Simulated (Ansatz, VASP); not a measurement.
# SiC: VASP beside Ansatz

```xyz
24
Lattice="6.1500 0.0000 0.0000 -3.0750 5.3261 0.0000 0.0000 0.0000 26.1902" Properties=species:S:1:pos:R:3 pbc="T T T"
C     3.0750    0.0000    8.0000
C     1.5375    2.6630    8.0000
C     0.0000    0.0000    8.0000
C    -1.5375    2.6630    8.0000
C     1.5375    4.4384   10.5107
C     3.0750    1.7754   10.5107
C    -1.5375    4.4384   10.5107
C     0.0000    1.7754   10.5107
C     3.0500    3.6051   12.9429
C     4.6387    0.9033   13.0337
C    -0.0542    3.4866   13.0330
C     1.6509    0.8547   13.1143
Si   -1.5375    4.4384    8.6277
Si    0.0000    1.7754    8.6277
Si    1.5375    4.4384    8.6277
Si    3.0750    1.7754    8.6277
Si   -0.0133    3.5404   11.1385
Si    1.5596    0.8813   11.1523
Si    3.0666    3.5607   11.0869
Si    4.6141    0.8924   11.1422
Si    1.5321    2.6534   13.5614
Si    3.2143   -0.1097   13.7445
Si   -1.6494    2.6677   13.6870
Si    0.0549    0.0533   13.6092
```

Alike in both runs: task single point; functional PBE; dispersion D3(BJ); k mesh 3 × 3 × 1; occupations gaussian, width 0.05 eV; no spin polarisation.

|  | VASP | Ansatz |
| --- | --- | --- |
| version | VASP 6.6.1 | Ansatz 0.2.0 |
| potentials or method | VASP PAW PBE potentials, release 64 (C, Si), cutoff 520 eV | scalar-relativistic, plane waves, PAW |
| valence electrons in the cell | 96 | 96 |

```csv
,VASP,Ansatz,Ansatz less VASP
gap on the k mesh at the Fermi level (eV),none,none,-
rms of the force components (eV/Å),1.013,1.014,+0.0010
```

A gap of «none» marks a metal or a gap that the smearing closes.

The k mesh is coarse, so the values compare programs but aren't converged.
